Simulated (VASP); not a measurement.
A run of VASP 6.6.1 is set up as follows.

POSCAR

```
SnO2
1.0
    0.0000000000      2.5334667554      2.5334667554
    2.5334667554      0.0000000000      2.5334667554
    2.5334667554      2.5334667554      0.0000000000
Sn O
1 2
Direct
    0.0000000000      0.0000000000      0.0000000000
    0.2500000000      0.2500000000      0.2500000000
    0.7500000000      0.7500000000      0.7500000000
```

INCAR.step1

```
SYSTEM = SnO2
  PREC = Accurate
  ENCUT = 520
  ISMEAR = -1
  SIGMA = 0.02
  LREAL = .False.
  LASPH = .True.
  NELM = 100
  NBANDS = 20
  GGA = PE
  ALGO = Normal
  EDIFF = 1E-4
  LWAVE = .True.
  LCHARG = .False.
```

File INCAR.step2:

```
SYSTEM = SnO2
  PREC = Accurate
  ENCUT = 520
  EDIFF = 1E-6
  ISMEAR = -1
  SIGMA = 0.02
  LREAL = .False.
  LASPH = .True.
  NELM = 100
  ALGO = Normal
  ISIF = 2
  LWAVE = .False.
  LCHARG = .False.
  METAGGA = R2SCAN
  LMIXTAU = .True.
  NBANDS = 20
  ISTART = 1
```

File KPOINTS:

```
regular mesh
0
Gamma
  8 8 8
  0 0 0
```

Potentials or basis: VASP PAW PBE potentials, release 64 (Sn_d, O).

Launch:

```bash
$ cat potpaw_PBE.64/Sn_d/POTCAR potpaw_PBE.64/O/POTCAR > POTCAR
$ cp INCAR.step1 INCAR
$ mpirun -np 1 vasp_std > vasp.out
$ cp INCAR.step2 INCAR
$ mpirun -np 1 vasp_std > vasp.out
```

Predict the pressure.

1.4 GPa.

Predict the band gap on the k mesh.

0.86 eV, indirect (least direct gap 2.29 eV).

Caveat: the PAW data sets were made with another functional, which shifts forces and pressure a little; spin-orbit coupling is left out, which moves the levels of the heavy elements. A k mesh can miss the band edges.
